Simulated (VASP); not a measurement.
Set up this calculation in VASP 6.6.1, as the native input.

- Task: single point
- Functional: PBE
- Potentials or basis: VASP PAW PBE potentials, release 64 (Al, Fe)
- Cutoff: 520 eV
- k mesh: 5 × 10 × 10
- Occupations: fermi-dirac, width 0.05 eV
- Spin: collinear spin, ferromagnetic start
- Starting moments: [0.0, 0.0, 4.0, 4.0] μB
- Dipole correction: no
- Further INCAR settings: ALGO = Normal; EDIFF = 1e-07; NBANDS = 23

The structure of AlFe lies in POSCAR:

```
AlFe
1.0
    5.8200000000      0.0000000000      0.0000000000
    0.0000000000      2.9100000000      0.0000000000
    0.0000000000      0.0000000000      2.9100000000
Al Fe
2 2
Direct
    0.0000000000      0.0000000000      0.0000000000
    0.5000000000      0.0000000000      0.0000000000
    0.2500000000      0.5000000000      0.5000000000
    0.7500000000      0.5000000000      0.5000000000
```

The input as run:

INCAR

```
ALGO = Normal ; EDIFF = 1E-7
ENCUT = 520 ; GGA = PE
ISIF = 2 ; ISMEAR = -1
ISPIN = 2 ; LASPH = T
LCHARG = F ; LMAXMIX = 4
LORBIT = 11 ; LREAL = F
LWAVE = F ; MAGMOM = 0 0 4 4
NBANDS = 23 ; NELM = 150
PREC = Accurate ; SIGMA = 0.05
```

KPOINTS

```
k-points
0
Gamma
  5 10 10
```

Potentials or basis: VASP PAW PBE potentials, release 64 (Al, Fe).

Run with:

```console
$ cat potpaw_PBE.64/Al/POTCAR potpaw_PBE.64/Fe/POTCAR > POTCAR
$ mpirun -np 1 vasp_std > vasp.out
```

It gave:

```json
{
 "Pressure": "-5.8 GPa",
 "Net moment": "1.52 μB per cell",
 "Site moments": "Al -0.03; Fe +0.81 μB",
 "Valence electrons inside the program's atomic spheres": "Al 0.82; Fe 7.34"
}
```

Caveat: the cell stands under tension.

Run time: 4.5 min on 1 thread of Oxide Virtual Turin-like Processor, on a shared host, peak memory 0.22 GiB.
